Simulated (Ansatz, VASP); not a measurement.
# One calculation of CuO, two programs

```
CELL_PARAMETERS angstrom
2.34465 -1.71340 0.00000
2.34465 1.71340 0.00000
-0.86055 0.00000 5.05944
ATOMIC_POSITIONS crystal
Cu 0.00320 0.49680 0.00000
Cu 0.49680 0.00320 0.50000
O 0.57140 0.40560 0.25370
O 0.40560 0.57140 0.75370
```

Alike in both runs: task single point; functional PBEsol; k mesh 7 × 7 × 4; occupations gaussian, width 0.05 eV; collinear spin.

|  | VASP | Ansatz |
| --- | --- | --- |
| version | VASP 6.6.1 | Ansatz 0.2.0 |
| potentials or method | VASP PAW PBE potentials, release 64 (Cu, O), cutoff 520 eV | scalar-relativistic, plane waves, PAW |
| valence electrons in the cell | 34 | 50 |

```tsv
	VASP	Ansatz	Ansatz less VASP
gap on the k mesh at the Fermi level (eV)	none	none	-
pressure (GPa)	-2.0	-2.7	-0.66
traceless stress, the component that is largest in VASP (GPa)	1.90	2.28	+0.371
rms of the force components (eV/Å)	0.431	0.424	-0.0071
```

VASP's potentials were made for PBE, not for PBEsol. Atom by atom the forces differ by 0.021 eV/Å (rms over components). A gap of «none» marks a metal or a gap that the smearing closes. VASP's potentials hold 34 valence electrons a cell and Ansatz's 50, so a difference there can come from the potentials and not from the codes. Ansatz's warnings: seeded moment not kept, specified occupation not kept, symmetry narrowed by occupation matrices.
